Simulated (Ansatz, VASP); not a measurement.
**Two plane-wave programs on TaSi5**

```
Ta Si
1.0
     2.40097   -3.88366   -0.00388
     2.40097    3.88366   -0.00388
    -0.59707    0.00000    4.86143
Ta Si
1 5
Direct
  0.90710 0.90710 0.04349
  0.72707 0.34118 0.73064
  0.63187 0.29616 0.22194
  0.29616 0.63187 0.22194
  0.34118 0.72707 0.73064
  0.11094 0.11094 0.55972
```

Change from the starting cell: the structure that the rattled cell fell into.

Alike in both runs: functional PBE; k mesh 10 × 10 × 8; occupations gaussian, width 0.1 eV; no spin polarisation.

Ansatz relaxed the structure, and its values are those at the end. VASP's run is a single point on that final structure, the one shown.

```csv
,VASP,Ansatz
version,VASP 6.6.1,Ansatz 0.2.0
potentials or method,"VASP PAW PBE potentials, release 64 (Ta_pv, Si), cutoff 520 eV","scalar-relativistic, plane waves, PAW"
valence electrons in the cell,31,33
```

```csv
,VASP,Ansatz,Ansatz less VASP
gap on the k mesh at the Fermi level (eV),none,none,-
pressure (GPa),0.0,0.0,+0.01
rms of the force components (eV/Å),0.004,0.003,-0.0011
```

A gap of «none» marks a metal or a gap that the smearing closes. The functional is the same, so the differences come from potentials, cutoffs and numerics. VASP's potentials hold 31 valence electrons a cell and Ansatz's 33, so a difference there can come from the potentials and not from the codes.

Neither program's run includes spin-orbit coupling.
